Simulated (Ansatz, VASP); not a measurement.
## Au: VASP beside Ansatz

INCAR

```
  PREC = Accurate
  ENCUT = 520
  EDIFF = 1E-7
  ISMEAR = 0
  SIGMA = 0.15
  LREAL = F
  LASPH = T
  NELM = 100
  ALGO = Normal
  ISIF = 2
  LWAVE = F
  LCHARG = F
  GGA = PS
  NBANDS = 12
```

Contents of KPOINTS:

```
regular mesh
0
Gamma
  20 20 20
```

File POSCAR:

```
Au
1.0
   -1.6821280350      1.6821280350      1.6075509300
    1.6821280350     -1.6821280350      1.6075509300
    1.6821280350      1.6821280350     -1.6075509300
Au
1
Direct
    0.0000000000      0.0000000000      0.0000000000
```

Input for Ansatz:

```yaml
crystal:
  lattice:
    - [-1.682128035, 1.682128035, 1.60755093]
    - [1.682128035, -1.682128035, 1.60755093]
    - [1.682128035, 1.682128035, -1.60755093]
  atoms:
    - { symbol: Au, position: [0.0, 0.0, 0.0] }
basis:
  ecutwfc: 420
kpoints:
  mp_grid: { grid: [20, 20, 20] }
hamiltonian:
  xc: pbesol
scf:
  occupations: { method: gaussian, width: 0.15 }
output:
  forces: true
  stress: true
  eigenvalues: true
```

Change from the starting cell: strain +0.015 along x and y, -0.030 along z, atoms carried along.

Alike in both runs: task single point; functional PBEsol; k mesh 20 × 20 × 20; occupations gaussian, width 0.15 eV; no spin polarisation.

|  | VASP | Ansatz |
| --- | --- | --- |
| version | VASP 6.6.1 | Ansatz 0.2.0 |
| potentials or method | VASP PAW PBE potentials, release 64 (Au), cutoff 520 eV | scalar-relativistic, plane waves, PAW |
| valence electrons in the cell | 11 | 19 |

VASP gave:

| Property | Result |
| --- | --- |
| gap on the k mesh at the Fermi level (eV) | none |
| pressure (GPa) | -9.5 |
| traceless stress, the component that is largest in VASP (GPa) | -0.31 |

Q: Which values does Ansatz return?

A: gap on the k mesh at the Fermi level (eV): none; pressure (GPa): -9.3; traceless stress, the component that is largest in VASP (GPa): -0.30.

VASP's potentials were made for PBE, not for PBEsol. A gap of «none» marks a metal or a gap that the smearing closes. VASP's potentials hold 11 valence electrons a cell and Ansatz's 19, so a difference there can come from the potentials and not from the codes.

Spin-orbit coupling is off throughout.
